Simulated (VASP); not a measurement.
# Au (P6_3/mmc) in VASP: further runs

Runs on Au. Level: PBE. Tasks: electric field gradients.

Everything below comes from runs of VASP 6.6.1. Logs are shortened: lines on timing, memory, paths and dates and some standing lists are left out, and cuts for length are marked.

### Step 1. The cell of the first run

Symmetry: P6_3/mmc, No. 194, hexagonal system. Conventional cell: a = 2.871 Å, b = 2.871 Å, c = 4.978 Å, α = 90.00°, β = 90.00°, γ = 120.00°. Within 3.8 Å of Au (site symmetry -6m2) lie 12 Au at 2.87 to 2.99 Å.

### Step 2. Electric field gradients, PBE (z stretched by +2 % at fixed volume)

The input, INCAR:

```
SYSTEM = Au
PREC = Accurate
ENCUT = 520
EDIFF = 1E-8
ISMEAR = -1
SIGMA = 0.03
LREAL = .False.
LASPH = .True.
NELM = 100
ALGO = Normal
ISIF = 2
LWAVE = .False.
LCHARG = .False.
GGA = PE
LEFG = .True.
NBANDS = 18
```

The input, KPOINTS:

```
regular mesh
0
Gamma
  14 14 8
  0 0 0
```

The input, POSCAR:

```
Au
1.0
    2.8714263008      0.0000000000      0.0000000000
   -1.4357131504      2.4867281216      0.0000000000
    0.0000000000      0.0000000000      4.9776000000
Au
2
Direct
    0.3333333333      0.6666666667      0.7500000000
    0.6666666667      0.3333333333      0.2500000000
```

Potentials or basis: VASP PAW PBE potentials, release 64 (Au).

Launch:

```console
> cat potpaw_PBE.64/Au/POTCAR > POTCAR
> mpirun -np 1 vasp_std > vasp.out
```

OUTCAR:

```text
SYSTEM = Au
   PREC = Accurate
   ENCUT = 520
   EDIFF = 1E-8
   ISMEAR = -1
   LREAL = .False.
   LASPH = .True.
   NELM = 100
   ISIF = 2
   GGA = PE

 ion  position               nearest neighbor table
   1  0.333  0.667  0.750-   2 2.99   2 2.99   2 2.99   2 2.99   2 2.99   2 2.99
   2  0.667  0.333  0.250-   1 2.99   1 2.99   1 2.99   1 2.99   1 2.99   1 2.99

  LATTYP: Found a hexagonal cell.
 ALAT       =     2.8714263008
 C/A-ratio  =     1.7334939081

  Lattice vectors:

 A1 = (   2.8714263008,   0.0000000000,   0.0000000000)
 A2 = (  -1.4357131504,   2.4867281216,   0.0000000000)
 A3 = (   0.0000000000,   0.0000000000,   4.9776000000)

Analysis of symmetry for initial positions (statically):
=====================================================================
 Subroutine PRICEL returns:
 Original cell was already a primitive cell.

 Routine SETGRP: Setting up the symmetry group for a
 hexagonal supercell.

 Subroutine GETGRP returns: Found 24 space group operations
 (whereof 12 operations were pure point group operations)
 out of a pool of 24 trial point group operations.

The static configuration has the point symmetry D_3d.
 The point group associated with its full space group is D_6h.

Analysis of symmetry for dynamics (positions and initial velocities):
=====================================================================
 Subroutine PRICEL returns:
 Original cell was already a primitive cell.

 Routine SETGRP: Setting up the symmetry group for a
 hexagonal supercell.

 Subroutine GETGRP returns: Found 24 space group operations
 (whereof 12 operations were pure point group operations)
 out of a pool of 24 trial point group operations.

The dynamic configuration has the point symmetry D_3d.
 The point group associated with its full space group is D_6h.

 Subroutine INISYM returns: Found 24 space group operations
 (whereof 12 operations are pure point group operations),
 and found     1 'primitive' translations

----------------------------------------------------------------------------------------

                                     Primitive cell

  volume of cell :      35.5423

  direct lattice vectors                    reciprocal lattice vectors
     2.871426301  0.000000000  0.000000000     0.348258982  0.201067417  0.000000000
    -1.435713150  2.486728122  0.000000000     0.000000000  0.402134834  0.000000000
     0.000000000  0.000000000  4.977600000     0.000000000  0.000000000  0.200900032

  length of vectors
     2.871426301  2.871426301  4.977600000     0.402134834  0.402134834  0.200900032

  position of ions in fractional coordinates (direct lattice)
     0.333333333  0.666666667  0.750000000
     0.666666667  0.333333333  0.250000000

  ion indices of the primitive-cell ions
   primitive index   ion index
                 1           1
                 2           2

----------------------------------------------------------------------------------------

 KPOINTS: regular mesh

Automatic generation of k-mesh.
 Grid dimensions read from file:
 generate k-points for:   14   14    8

 Generating k-lattice:

  Cartesian coordinates                     Fractional coordinates (reciprocal lattice)
     0.024875642  0.014361958  0.000000000     0.071428571  0.000000000  0.000000000
     0.000000000  0.028723917  0.000000000     0.000000000  0.071428571  0.000000000
     0.000000000  0.000000000  0.025112504     0.000000000  0.000000000  0.125000000

  Length of vectors
     0.028723917  0.028723917  0.025112504

  Shift w.r.t. Gamma in fractional coordinates (k-lattice)
     0.000000000  0.000000000  0.000000000

 Subroutine IBZKPT returns following result:
 ===========================================

 Found    120 irreducible k-points:

 Following reciprocal coordinates:
            Coordinates               Weight
  0.000000  0.000000  0.000000      1.000000
  0.071429  0.000000  0.000000      6.000000
  0.142857  0.000000  0.000000      6.000000
  0.214286  0.000000  0.000000      6.000000
  0.285714  0.000000  0.000000      6.000000
  0.357143  0.000000  0.000000      6.000000
[... 16 lines left out ...]
  0.285714  0.285714  0.000000      6.000000
  0.357143  0.285714  0.000000      6.000000
 [... further k-points ...]
   k-points           NKPTS =    120   k-points in BZ     NKDIM =    120   number of bands    NBANDS=     18
   number of dos      NEDOS =    301   number of ions     NIONS =      2
   total plane-waves  NPLWV =  23040
   dimension x,y,z NGX =    24 NGY =   24 NGZ =   40
   dimension x,y,z NGXF=    48 NGYF=   48 NGZF=   80
   ions per type =               2
   NGX,Y,Z   is equivalent  to a cutoff of  13.90, 13.90, 13.36 a.u.
   NGXF,Y,Z  is equivalent  to a cutoff of  27.79, 27.79, 26.72 a.u.
 SYSTEM =  Au
   PREC   = accura    normal or accurate (medium, high low for compatibility)
   ISTART =      0    job   : 0-new  1-cont  2-samecut
   ICHARG =      2    charge: 1-file 2-atom 10-const
   ISPIN  =      1    spin polarized calculation?
   LNONCOLLINEAR =      F non collinear calculations
   LSORBIT =      F    spin-orbit coupling
   LASPH  =      T    aspherical Exc in radial PAW
   ENCUT  =  520.0 eV  38.22 Ry    6.18 a.u.   5.34  5.34  9.26*2*pi/ulx,y,z
   NELM   =    100;   NELMIN=  2; NELMDL= -5     # of ELM steps
   EDIFF  = 0.1E-07   stopping-criterion for ELM
   LREAL  =      F    real-space projection
   EDIFFG = 0.1E-06   stopping-criterion for IOM
   NSW    =      0    number of steps for IOM
   IBRION =     -1    ionic relax: 0-MD 1-quasi-New 2-CG
   NFREE  =      0    steps in history (QN), initial steepest desc. (CG)
   ISIF   =      2    stress and relaxation
   ISYM   =      2    0-nonsym 1-usesym 2-fastsym
   POTIM  = 0.5000    time-step for ionic-motion
   TEBEG  =    0.0;   TEEND  =   0.0 temperature during run
   PSTRESS=    0.0 pullay stress
   NELECT =      22.0000    total number of electrons
   NUPDOWN=      -1.0000    fix difference up-down
   EMIN   =  10.00;   EMAX   =-10.00  energy-range for DOS
   EFERMI =   0.00;   METHOD = LEGACY
   ISMEAR =    -1;   SIGMA  =   0.03  broadening in eV -4-tet -1-fermi 0-gaus
   EFERMI_NEDOS =   21; number of points for ismear=-14 and -15
   IALGO  =     38    algorithm
   IMIX   =      4    mixing-type and parameters
     AMIX     =   0.40;   BMIX     =  1.00
     AMIX_MAG =   1.60;   BMIX_MAG =  1.00
  volume/ion in A,a.u.               =      17.77       119.93
  Fermi-wavevector in a.u.,A,eV,Ry     =   1.395191  2.636529 26.484537  1.946559
  Thomas-Fermi vector in A             =   2.518667
   LORBIT       =      0    0 simple, 1 ext, 2 COOP (PROOUT), +10 PAW based schemes
   GGA     = PE    functional components
   LHFCALC =     F    Hartree Fock is set to
   AEXX    =    0.0000 exact exchange contribution
   IVDW    =     0    specifies the selected vdW correction
   LEPSILON=     F    determine dielectric tensor
   LRPA    =     F    only Hartree local field effects (RPA)
 non-spin polarized calculation
  energy-cutoff  :      520.00
  volume of cell :       35.54
 maximum number of plane-waves:       991
 NGX is ok and might be reduce to    24
   NGX = 11   NGY = 11   NGZ = 19

 number of electron      22.0000004 magnetization

 Free energy of the ion-electron system (eV)
  ---------------------------------------------------
  ext. energy  EPLUGINS =         0.00000000
  ---------------------------------------------------
  free energy    TOTEN  =        -6.41233161 eV

  energy without entropy =       -6.40926319  energy(sigma->0) =       -6.41079740

 E-fermi :   8.8471     XC(G=0): -12.4627

 val. band max:        8.7919776317   @ k =   0.3571   0.1429   0.1250
 cond. band min:       8.8533484572   @ k =   0.4286   0.0714   0.2500
 fundamental gap:      0.0613708255
 Fermi energy:         8.8470624312

 k-point     1 :       0.0000    0.0000    0.0000
  band No.  band energies     occupation
      1      -0.6352      2.00000
      2       1.6529      2.00000
      3       3.9836      2.00000
      4       4.3937      2.00000
      5       4.3937      2.00000
      6       4.6471      2.00000
[... 10 lines left out ...]
     17      27.3820      0.00000
     18      27.3820      0.00000

 k-point     2 :       0.0714    0.0000    0.0000
  band No.  band energies     occupation
      1      -0.4738      2.00000
      2       1.7906      2.00000
      3       3.9799      2.00000
      4       4.3872      2.00000
      5       4.4999      2.00000
      6       4.5894      2.00000
[... 10 lines left out ...]
     17      26.5246      0.00000
     18      26.6974      0.00000
[... 442 lines left out ...]
 k-point    24 :       0.3571    0.2857    0.0000
  band No.  band energies     occupation
      1       3.0001      2.00000
      2       3.4187      2.00000
      3       3.4395      2.00000
      4       4.0334      2.00000
      5       4.2480      2.00000
      6       4.3446      2.00000
[... 10 lines left out ...]
     17      19.5975      0.00000
     18      19.7531      0.00000

 [... further k-points ...]
[... 5 lines left out ...]
  --------------------------------------------------------------------------------------
  -------------------------------------------------------------------------------------
  Total        0.6505680      0.6505680      0.1258751      0.0000000     -0.0000000      0.0000000
  in kB       29.3263003     29.3263003      5.6741981      0.0000000     -0.0000000      0.0000000
  external PRESSURE =      21.4422663 kB  Pullay stress =       0.0000000 kB

 VOLUME and BASIS-vectors are now :
 -----------------------------------------------------------------------------
  energy-cutoff  :      520.00
  volume of cell :       35.54
      direct lattice vectors                 reciprocal lattice vectors
     2.871426301  0.000000000  0.000000000     0.348258982  0.201067417  0.000000000
    -1.435713150  2.486728122  0.000000000     0.000000000  0.402134834  0.000000000
     0.000000000  0.000000000  4.977600000     0.000000000  0.000000000  0.200900032

 POSITION                                       TOTAL-FORCE (eV/Angst)
 -----------------------------------------------------------------------------------
     -0.00000      1.65782      3.73320         0.000000      0.000000      0.000000
      1.43571      0.82891      1.24440        -0.000000     -0.000000      0.000000
 -----------------------------------------------------------------------------------
    total drift:                               -0.000000      0.000000     -0.000000

  FREE ENERGIE OF THE ION-ELECTRON SYSTEM (eV)
  ---------------------------------------------------
  free  energy   TOTEN  =        -6.4123316126 eV

  energy  without entropy=       -6.4092631950  energy(sigma->0) =       -6.41079740

 Electric field gradients (V/A^2)
---------------------------------------------------------------------
 ion       V_xx      V_yy      V_zz      V_xy      V_xz      V_yz
---------------------------------------------------------------------
   1     -20.673   -20.673    41.346    -0.000     0.000    -0.000
   2     -20.673   -20.673    41.346    -0.000    -0.000     0.000
---------------------------------------------------------------------

 Electric field gradients after diagonalization (V/A^2)
 (convention: |V_zz| > |V_xx| > |V_yy|)
----------------------------------------------------------------------
 ion       V_xx      V_yy      V_zz     asymmetry (V_yy - V_xx)/ V_zz
----------------------------------------------------------------------
   1     -20.673   -20.672    41.346       0.000
   2     -20.673   -20.672    41.346       0.000
----------------------------------------------------------------------

           NMR quadrupolar parameters

 Cq : quadrupolar parameter    Cq=e*Q*V_zz/h
 eta: asymmetry parameters     (V_yy - V_xx)/ V_zz
 Q  : nuclear electric quadrupole moment in mb (millibarn)
----------------------------------------------------------------------
 ion       Cq(MHz)       eta       Q (mb)
----------------------------------------------------------------------
   1       0.100       0.000       1.000
   2       0.100       0.000       1.000
----------------------------------------------------------------------
```

Run time: 48 s. Hardware: 1 thread of Intel Xeon 6975P-C, shared host; peak memory 0.21 GiB.

What came out:

| Property | Result |
| --- | --- |
| Free energy | -6.4123 eV |
| Pressure | 2.1 GPa |
| Band gap on the k mesh | zero (band 11 reaches 12.67 eV, above the bottom of band 12 at 6.22 eV) |

Electric field gradients, principal values (V/Å²):
```
atom    least   middle  greatest (by size)
1 Au  -20.672  -20.673              41.346
2 Au  -20.672  -20.673              41.346
```

Caveat: without QUAD_EFG the Cq values of the log hold for a quadrupole moment of 1 mb, not for the nuclei; spin-orbit coupling is left out, which moves the levels of the heavy elements.

### Step 3. Electric field gradients, PBE (z stretched by +2 % at fixed volume)

The input, INCAR:

```
ALGO     = Normal         # electronic algorithm
EDIFF    = 1E-8           # SCF threshold, eV
ENCUT    = 520            # plane-wave cutoff, eV
GGA      = PE             # functional
ISIF     = 2              # what is computed and relaxed
ISMEAR   = -1             # smearing method
LASPH    = T              # aspherical terms in the spheres
LCHARG   = F              # write CHGCAR
LEFG     = T            
LREAL    = F              # projectors in reciprocal space
LWAVE    = F              # write WAVECAR
NBANDS   = 18             # bands
NELM     = 80             # most SCF steps
PREC     = Accurate       # precision mode
SIGMA    = 0.03           # smearing width, eV
```

The input, KPOINTS:

```
k-points
0
Gamma
  14 14 8
```

POSCAR is that of step 2.

Potentials or basis: VASP PAW PBE potentials, release 64 (Au).

Launch:

```console
> cat potpaw_PBE.64/Au/POTCAR > POTCAR
> mpirun -np 1 vasp_std > vasp.out
```

OUTCAR:

```text
EDIFF = 1E-8
   ENCUT = 520
   GGA = PE
   ISIF = 2
   ISMEAR = -1
   LASPH = T
   LREAL = F
   NELM = 80
   PREC = Accurate

 ion  position               nearest neighbor table
   1  0.333  0.667  0.750-   2 2.99   2 2.99   2 2.99   2 2.99   2 2.99   2 2.99
   2  0.667  0.333  0.250-   1 2.99   1 2.99   1 2.99   1 2.99   1 2.99   1 2.99

  LATTYP: Found a hexagonal cell.
 ALAT       =     2.8714263008
 C/A-ratio  =     1.7334939081

  Lattice vectors:

[... 718 lines left out ...]

  FREE ENERGIE OF THE ION-ELECTRON SYSTEM (eV)
  ---------------------------------------------------
  free  energy   TOTEN  =        -6.4123316126 eV

  energy  without entropy=       -6.4092631950  energy(sigma->0) =       -6.41079740

 Electric field gradients (V/A^2)
---------------------------------------------------------------------
 ion       V_xx      V_yy      V_zz      V_xy      V_xz      V_yz
---------------------------------------------------------------------
   1     -20.673   -20.673    41.346    -0.000     0.000    -0.000
   2     -20.673   -20.673    41.346    -0.000    -0.000     0.000
---------------------------------------------------------------------

 Electric field gradients after diagonalization (V/A^2)
 (convention: |V_zz| > |V_xx| > |V_yy|)
----------------------------------------------------------------------
 ion       V_xx      V_yy      V_zz     asymmetry (V_yy - V_xx)/ V_zz
----------------------------------------------------------------------
   1     -20.673   -20.672    41.346       0.000
   2     -20.673   -20.672    41.346       0.000
----------------------------------------------------------------------

           NMR quadrupolar parameters

 Cq : quadrupolar parameter    Cq=e*Q*V_zz/h
 eta: asymmetry parameters     (V_yy - V_xx)/ V_zz
 Q  : nuclear electric quadrupole moment in mb (millibarn)
----------------------------------------------------------------------
 ion       Cq(MHz)       eta       Q (mb)
----------------------------------------------------------------------
   1       0.100       0.000       1.000
   2       0.100       0.000       1.000
----------------------------------------------------------------------
```

OSZICAR:

```text
N       E                     dE             d eps       ncg     rms          rms(c)
DAV:   1     0.122641593055E+03    0.12264E+03   -0.11656E+04  4320   0.118E+03
DAV:   2    -0.485233234966E+01   -0.12749E+03   -0.12152E+03  4600   0.259E+02
DAV:   3    -0.694092327386E+01   -0.20886E+01   -0.20760E+01  5024   0.332E+01
DAV:   4    -0.694986922737E+01   -0.89460E-02   -0.89452E-02  4822   0.232E+00
DAV:   5    -0.694995323952E+01   -0.84012E-04   -0.84013E-04  4790   0.239E-01    0.117E+01
DAV:   6    -0.644664178749E+01    0.50331E+00   -0.97235E-01  4460   0.901E+00    0.764E+00
DAV:   7    -0.641621011406E+01    0.30432E-01   -0.87558E-02  4716   0.268E+00    0.339E+00
DAV:   8    -0.641235155652E+01    0.38586E-02   -0.76052E-03  4492   0.702E-01    0.348E-01
DAV:   9    -0.641231756976E+01    0.33987E-04   -0.49983E-05  4786   0.625E-02    0.268E-02
DAV:  10    -0.641233190381E+01   -0.14334E-04   -0.70721E-06  4748   0.258E-02    0.800E-03
DAV:  11    -0.641233161870E+01    0.28511E-06   -0.19384E-07  4888   0.327E-03    0.981E-04
DAV:  12    -0.641233161265E+01    0.60531E-08   -0.10003E-08  3430   0.917E-04
   1 F= -.64123316E+01 E0= -.64107974E+01  d E =-.306842E-02
```

stdout:

```text
POSCAR found type information on POSCAR Au
 POSCAR found :  1 types and       2 ions
 scaLAPACK will be used
 LDA part: xc-table for (Slater+PW92), standard interpolation
 POSCAR, INCAR and KPOINTS ok, starting setup
 FFT: planning ... GRIDC
 FFT: planning ... GRID_SOFT
 FFT: planning ... GRID
 WAVECAR not read
 entering main loop
ion   1

ion   2
```

Wall time 56 s (1 thread of Intel Xeon 6975P-C, shared host); peak memory 0.2 GiB.

Results:

```yaml
Free_energy: -6.4123 eV
Pressure: 2.1 GPa
Band_gap_on_the_k_mesh: zero (band 11 reaches 12.67 eV, above the bottom of band 12 at 6.22 eV)
```

Stress tensor (GPa, compression positive):
```
2.93 0.00 0.00
0.00 2.93 0.00
0.00 0.00 0.57
```

Electric field gradients, principal values (V/Å²):
| atom | least | middle | greatest (by size) |
| --- | --- | --- | --- |
| 1 Au | -20.672 | -20.673 | 41.346 |
| 2 Au | -20.672 | -20.673 | 41.346 |

Caveat: without QUAD_EFG the Cq values of the log hold for a quadrupole moment of 1 mb, not for the nuclei; spin-orbit coupling is left out, which moves the levels of the heavy elements.

[end of part 1 of 3]
